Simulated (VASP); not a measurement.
# SnO (P1) in VASP: a series of runs, part 2 of 2

VASP 6.6.1.

## (4) Single point, PBEsol (all O atoms moved +0.375 Å, as atom 3 along Cartesian [1 -1 0])

The input, INCAR:

```
PREC = Accurate
ENCUT = 520
EDIFF = 1E-6
ISMEAR = 0
SIGMA = 0.05
LREAL = False
LASPH = True
NELM = 100
ALGO = Normal
ISIF = 2
LWAVE = False
LCHARG = True
GGA = PS
LELF = True
LVHAR = True
NBANDS = 28
```

The input, KPOINTS:

```
regular mesh
0
Gamma
  8 6 8
```

The input, POSCAR:

```
SnO
1.0
    3.3156061815      0.0000000000      0.0000000000
    0.0000000000      5.7049851891      0.0000000000
    0.0000000000      0.0000000000      3.8941648049
Sn O
2 2
Direct
    0.0000000000      0.2337892808      0.5261742991
    0.5000000000      0.7662107192      0.0261742991
    0.0799748307      0.8388768760      0.7238267009
    0.5799748307      0.0681640596      0.2238267009
```

Potentials or basis: VASP PAW PBE potentials, release 64 (Sn_d, O).

Started as:

```bash
$ cat potpaw_PBE.64/Sn_d/POTCAR potpaw_PBE.64/O/POTCAR > POTCAR
$ mpirun -np 1 vasp_std > vasp.out
```

OUTCAR:

```text
PREC = Accurate
   ENCUT = 520
   EDIFF = 1E-6
   ISMEAR = 0
   LREAL = False
   LASPH = True
   NELM = 100
   ISIF = 2
   GGA = PS

 ion  position               nearest neighbor table
   1  0.000  0.234  0.526-   4 2.05   3 2.40   4 2.44   2 3.70   2 3.70   2 3.70   2 3.70
   2  0.500  0.766  0.026-   3 1.87   4 1.91   3 2.29   1 3.70   1 3.70   1 3.70   1 3.70
   3  0.080  0.839  0.724-   2 1.87   2 2.29   1 2.40
   4  0.580  0.068  0.224-   2 1.91   1 2.05   1 2.44

  LATTYP: Found a simple orthorhombic cell.
 ALAT       =     3.3156061815
 B/A-ratio  =     1.1744955799
 C/A-ratio  =     1.7206462037

  Lattice vectors:

 A1 = (  -3.3156061815,   0.0000000000,   0.0000000000)
 A2 = (   0.0000000000,   0.0000000000,   3.8941648049)
 A3 = (   0.0000000000,   5.7049851891,   0.0000000000)

Analysis of symmetry for initial positions (statically):
=====================================================================
 Subroutine PRICEL returns:
 Original cell was already a primitive cell.

 Routine SETGRP: Setting up the symmetry group for a
 simple orthorhombic supercell.

 Subroutine GETGRP returns: Found  1 space group operations
 (whereof  1 operations were pure point group operations)
 out of a pool of  8 trial point group operations.

The static configuration has the point symmetry C_1 .

Analysis of symmetry for dynamics (positions and initial velocities):
=====================================================================
 Subroutine PRICEL returns:
 Original cell was already a primitive cell.

 Routine SETGRP: Setting up the symmetry group for a
 simple orthorhombic supercell.

 Subroutine GETGRP returns: Found  1 space group operations
 (whereof  1 operations were pure point group operations)
 out of a pool of  8 trial point group operations.

The dynamic configuration has the point symmetry C_1 .

 Subroutine INISYM returns: Found  1 space group operations
 (whereof  1 operations are pure point group operations),
 and found     1 'primitive' translations

----------------------------------------------------------------------------------------

                                     Primitive cell

  volume of cell :      73.6600

  direct lattice vectors                    reciprocal lattice vectors
     3.315606182  0.000000000  0.000000000     0.301603974  0.000000000  0.000000000
     0.000000000  5.704985189  0.000000000     0.000000000  0.175285293  0.000000000
     0.000000000  0.000000000  3.894164805     0.000000000  0.000000000  0.256794473

  length of vectors
     3.315606182  5.704985189  3.894164805     0.301603974  0.175285293  0.256794473

  position of ions in fractional coordinates (direct lattice)
     0.000000000  0.233789281  0.526174299
     0.500000000  0.766210719  0.026174299
     0.079974831  0.838876876  0.723826701
     0.579974831  0.068164060  0.223826701

  ion indices of the primitive-cell ions
   primitive index   ion index
                 1           1
                 2           2
                 3           3
                 4           4

----------------------------------------------------------------------------------------

 KPOINTS: regular mesh

Automatic generation of k-mesh.
 Grid dimensions read from file:
 generate k-points for:    8    6    8

 Generating k-lattice:

  Cartesian coordinates                     Fractional coordinates (reciprocal lattice)
     0.037700497  0.000000000  0.000000000     0.125000000  0.000000000  0.000000000
     0.000000000  0.029214215  0.000000000     0.000000000  0.166666667  0.000000000
     0.000000000  0.000000000  0.032099309     0.000000000  0.000000000  0.125000000

  Length of vectors
     0.037700497  0.029214215  0.032099309

  Shift w.r.t. Gamma in fractional coordinates (k-lattice)
     0.000000000  0.000000000  0.000000000

 Subroutine IBZKPT returns following result:
 ===========================================

 Found    196 irreducible k-points:

 Following reciprocal coordinates:
            Coordinates               Weight
  0.000000  0.000000  0.000000      1.000000
  0.125000  0.000000  0.000000      2.000000
  0.250000  0.000000  0.000000      2.000000
  0.375000  0.000000  0.000000      2.000000
  0.500000  0.000000  0.000000      1.000000
  0.000000  0.166667  0.000000      2.000000
[... 16 lines left out ...]
  0.125000  0.500000  0.000000      2.000000
  0.250000  0.500000  0.000000      2.000000
 [... further k-points ...]
   k-points           NKPTS =    196   k-points in BZ     NKDIM =    196   number of bands    NBANDS=     28
   number of dos      NEDOS =    301   number of ions     NIONS =      4
   total plane-waves  NPLWV =  35280
   dimension x,y,z NGX =    28 NGY =   42 NGZ =   30
   dimension x,y,z NGXF=    56 NGYF=   84 NGZF=   60
   ions per type =               2   2
   NGX,Y,Z   is equivalent  to a cutoff of  14.04, 12.24, 12.81 a.u.
   NGXF,Y,Z  is equivalent  to a cutoff of  28.08, 24.48, 25.61 a.u.
 SYSTEM =  unknown system
   PREC   = accura    normal or accurate (medium, high low for compatibility)
   ISTART =      0    job   : 0-new  1-cont  2-samecut
   ICHARG =      2    charge: 1-file 2-atom 10-const
   ISPIN  =      1    spin polarized calculation?
   LNONCOLLINEAR =      F non collinear calculations
   LSORBIT =      F    spin-orbit coupling
   LASPH  =      T    aspherical Exc in radial PAW
   ENCUT  =  520.0 eV  38.22 Ry    6.18 a.u.   6.16 10.61  7.24*2*pi/ulx,y,z
   NELM   =    100;   NELMIN=  2; NELMDL= -5     # of ELM steps
   EDIFF  = 0.1E-05   stopping-criterion for ELM
   LREAL  =      F    real-space projection
   EDIFFG = 0.1E-04   stopping-criterion for IOM
   NSW    =      0    number of steps for IOM
   IBRION =     -1    ionic relax: 0-MD 1-quasi-New 2-CG
   NFREE  =      0    steps in history (QN), initial steepest desc. (CG)
   ISIF   =      2    stress and relaxation
   ISYM   =      2    0-nonsym 1-usesym 2-fastsym
   POTIM  = 0.5000    time-step for ionic-motion
   TEBEG  =    0.0;   TEEND  =   0.0 temperature during run
   PSTRESS=    0.0 pullay stress
   NELECT =      40.0000    total number of electrons
   NUPDOWN=      -1.0000    fix difference up-down
   EMIN   =  10.00;   EMAX   =-10.00  energy-range for DOS
   EFERMI =   0.00;   METHOD = LEGACY
   ISMEAR =     0;   SIGMA  =   0.05  broadening in eV -4-tet -1-fermi 0-gaus
   EFERMI_NEDOS =   21; number of points for ismear=-14 and -15
   IALGO  =     38    algorithm
   IMIX   =      4    mixing-type and parameters
     AMIX     =   0.40;   BMIX     =  1.00
     AMIX_MAG =   1.60;   BMIX_MAG =  1.00
  volume/ion in A,a.u.               =      18.42       124.27
  Fermi-wavevector in a.u.,A,eV,Ry     =   1.335624  2.523963 24.271319  1.783892
  Thomas-Fermi vector in A             =   2.464314
   LORBIT       =      0    0 simple, 1 ext, 2 COOP (PROOUT), +10 PAW based schemes
   GGA     = PS    functional components
   LHFCALC =     F    Hartree Fock is set to
   AEXX    =    0.0000 exact exchange contribution
   IVDW    =     0    specifies the selected vdW correction
   LEPSILON=     F    determine dielectric tensor
   LRPA    =     F    only Hartree local field effects (RPA)
 non-spin polarized calculation
 Gauss-broadening in eV      SIGMA  =   0.05
  energy-cutoff  :      520.00
  volume of cell :       73.66
 maximum number of plane-waves:      2004
 NGX is ok and might be reduce to    28
   NGX = 13   NGY = 21   NGZ = 15

 number of electron      40.0000010 magnetization

 Free energy of the ion-electron system (eV)
  ---------------------------------------------------
  ext. energy  EPLUGINS =         0.00000000
  ---------------------------------------------------
  free energy    TOTEN  =       -22.73135160 eV

  energy without entropy =      -22.73135160  energy(sigma->0) =      -22.73135160

 E-fermi :   6.0634     XC(G=0): -10.2353

 val. band max:        5.8327657089   @ k =   0.5000   0.5000   0.5000
 cond. band min:       6.6798177920   @ k =   0.3750   0.5000   0.0000
 fundamental gap:      0.8470520830
 Fermi energy:         6.0633634186

 k-point     1 :       0.0000    0.0000    0.0000
  band No.  band energies     occupation
      1     -15.8914      2.00000
      2     -15.6042      2.00000
      3     -15.5662      2.00000
      4     -15.4661      2.00000
      5     -15.4273      2.00000
      6     -15.3532      2.00000
[... 733 lines left out ...]
     27      15.0931      0.00000
     28      16.1634      0.00000

 [... further k-points ...]

------------------------ aborting loop because EDIFF is reached ----------------------------------------

  FORCE on cell =-STRESS in cart. coord.  units (eV):
  Direction    XX          YY          ZZ          XY          YZ          ZX
  --------------------------------------------------------------------------------------
  -------------------------------------------------------------------------------------
  Total        3.3627021      3.1970302      3.1041899      0.1106358      1.3814689      4.3090132
  in kB       73.1420610     69.5385351     67.5191660      2.4064380     30.0483003     93.7252527
  external PRESSURE =      70.0665874 kB  Pullay stress =       0.0000000 kB

 VOLUME and BASIS-vectors are now :
 -----------------------------------------------------------------------------
  energy-cutoff  :      520.00
  volume of cell :       73.66
      direct lattice vectors                 reciprocal lattice vectors
     3.315606182  0.000000000  0.000000000     0.301603974  0.000000000  0.000000000
     0.000000000  5.704985189  0.000000000     0.000000000  0.175285293  0.000000000
     0.000000000  0.000000000  3.894164805     0.000000000  0.000000000  0.256794473

 POSITION                                       TOTAL-FORCE (eV/Angst)
 -----------------------------------------------------------------------------------
      0.00000      1.33376      2.04901         0.733011     -0.720976      0.074686
      1.65780      4.37122      0.10193         2.700030     -4.484419      1.244250
      0.26517      4.78578      2.81870        -3.017648      1.984081     -2.235053
      1.92297      0.38887      0.87162        -0.415394      3.221314      0.916117
 -----------------------------------------------------------------------------------
    total drift:                               -0.000094     -0.000698     -0.000480

  FREE ENERGIE OF THE ION-ELECTRON SYSTEM (eV)
  ---------------------------------------------------
  free  energy   TOTEN  =       -22.7313516005 eV

  energy  without entropy=      -22.7313516005  energy(sigma->0) =      -22.73135160
```

OSZICAR:

```text
N       E                     dE             d eps       ncg     rms          rms(c)
DAV:   1     0.439477688784E+03    0.43948E+03   -0.20291E+04 11328   0.216E+03
DAV:   2     0.421173892634E+02   -0.39736E+03   -0.38106E+03 11380   0.548E+02
DAV:   3    -0.232916946277E+02   -0.65409E+02   -0.64355E+02 12392   0.189E+02
DAV:   4    -0.265059679391E+02   -0.32143E+01   -0.31993E+01 12700   0.452E+01
DAV:   5    -0.265846097534E+02   -0.78642E-01   -0.78628E-01 12164   0.757E+00    0.119E+01
DAV:   6    -0.228309081202E+02    0.37537E+01   -0.17057E+01 16932   0.516E+01    0.534E+00
DAV:   7    -0.227801910405E+02    0.50717E-01   -0.19867E+00 12596   0.955E+00    0.268E+00
DAV:   8    -0.227418554792E+02    0.38336E-01   -0.34379E-01 15480   0.498E+00    0.777E-01
DAV:   9    -0.227305774238E+02    0.11278E-01   -0.47965E-02 17056   0.254E+00    0.207E-01
DAV:  10    -0.227312363261E+02   -0.65890E-03   -0.80138E-03 13984   0.101E+00    0.100E-01
DAV:  11    -0.227313442817E+02   -0.10796E-03   -0.45170E-04 16628   0.256E-01    0.362E-02
DAV:  12    -0.227313548152E+02   -0.10534E-04   -0.24750E-04 15736   0.223E-01    0.210E-02
DAV:  13    -0.227313517066E+02    0.31086E-05   -0.40582E-05 15612   0.717E-02    0.653E-03
DAV:  14    -0.227313516005E+02    0.10612E-06   -0.53302E-06 12240   0.221E-02
   1 F= -.22731352E+02 E0= -.22731352E+02  d E =-.425640E-13
```

stdout:

```text
POSCAR found type information on POSCAR SnO
 POSCAR found :  2 types and       4 ions
 scaLAPACK will be used
 -----------------------------------------------------------------------------
|                                                                             |
|                                                                             |
|     You enforced a specific xc type in the INCAR file but a different       |
|     I HOPE YOU KNOW WHAT YOU ARE DOING!                                     |
|                                                                             |
 -----------------------------------------------------------------------------

 LDA part: xc-table for (Slater+PW92), standard interpolation
 POSCAR, INCAR and KPOINTS ok, starting setup
 FFT: planning ... GRIDC
 FFT: planning ... GRID_SOFT
 FFT: planning ... GRID
 WAVECAR not read
 entering main loop
```

It took 12 min on 1 thread of Oxide Virtual Turin-like, shared host; peak memory 0.39 GiB.

What came out:

| Property | Result |
| --- | --- |
| Free energy | -22.7314 eV |
| Pressure | 7.0 GPa |
| Largest force | 5.380 eV/Å |
| Band gap on the k mesh | 0.85 eV (least direct gap 1.18 eV) |

Forces in eV/Å, atoms in the order of the input:
```
Sn   0.733 -0.721  0.075
Sn   2.700 -4.484  1.244
O   -3.018  1.984 -2.235
O   -0.415  3.221  0.916
```

Stress tensor (GPa, compression positive):
```
7.31 0.24 9.37
0.24 6.95 3.00
9.37 3.00 6.75
```

Caveat: the cell differs from its parent crystal (all O atoms moved +0.375 Å, as atom 3 along Cartesian [1 -1 0]); the cell stands under pressure; the PAW data sets were made with another functional, which shifts forces and pressure a little; spin-orbit coupling is left out, which moves the levels of the heavy elements. A k mesh can miss the band edges.

## (5) Overview

| cell | gap on the mesh (eV) | pressure (GPa) | largest force (eV/Å) |
| --- | --- | --- | --- |
| as given, atomic positions A | 1.09 | 3.2 | 3.05 |
| as given, atomic positions B | 0.52 | 12.3 | 8.24 |
| as given, atomic positions C | 0.85 | 7.0 | 5.38 |

Alike in all rows: task single point; level PBEsol; potentials or basis VASP PAW PBE potentials, release 64 (Sn_d, O); no spin polarisation; k mesh 8 × 6 × 8; cutoff (eV) 520; smearing gaussian 0.05 eV.

Caveats: the cell stands under pressure; the PAW data sets were made with another functional, which shifts forces and pressure a little; spin-orbit coupling is left out, which moves the levels of the heavy elements; semilocal functionals underestimate gaps, and a narrow one can read as zero (at least some runs).

Absolute energies hang on the potentials; compare differences alone.
